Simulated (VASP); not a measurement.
## Fe: single point with PBEsol

Fe:

```
Fe
1.0
     2.51227    0.00000    0.00000
    -1.25614    2.17569    0.00000
     0.00000    0.00000    8.09850
Fe
4
Direct
  0.00000 0.00000 0.00000
  0.00000 0.00000 0.50000
  0.33333 0.66667 0.25000
  0.66667 0.33333 0.75000
```

This cell differs from its parent crystal: volume scaled by 1.12.

* Program: VASP 6.6.1
* Task: single point
* Functional: PBEsol
* Potentials or basis: VASP PAW PBE potentials, release 64 (Fe)
* Cutoff: 520 eV
* k mesh: 17 × 17 × 5
* Occupations: fermi-dirac, width 0.05 eV
* Spin: collinear spin, ferrimagnetic start
* Starting moments: [0.012, 0.012, -0.445, -0.445] μB

```
Pressure                                              : -21.3 GPa
Net moment                                            : -1.39 μB per cell
Site moments                                          : Fe +0.79, -1.48 μB
Valence electrons inside the program's atomic spheres : Fe 7.33, 7.31
```

Stress tensor (GPa, compression positive):
```
-23.28   0.00   0.00
  0.00 -23.28   0.00
  0.00   0.00 -17.22
```

Levels at points of the mesh, in eV from the Fermi level:
Spin up:
| k point | band 13 | band 14 | band 15 | band 16 | band 17 | band 18 |
| --- | --- | --- | --- | --- | --- | --- |
| (0.00, 0.00, 0.00) | -1.21 | -0.73 | -0.73 | -0.61 | -0.61 | 0.15 |
Spin down:
```csv
k point,band 12,band 13,band 14,band 15,band 16,band 17,band 18,band 19,band 20,band 21
"(0.00, 0.00, 0.00)",-1.69,-1.65,-0.98,-0.98,-0.91,-0.91,-0.45,-0.45,0.13,0.60
```

Run time: 7.7 min on 1 thread of AMD EPYC 7R43 64-Core Processor (Zen 3) (shared host), peak memory 0.25 GiB.

Caveat: the PAW data sets were made with another functional, which shifts forces and pressure a little.
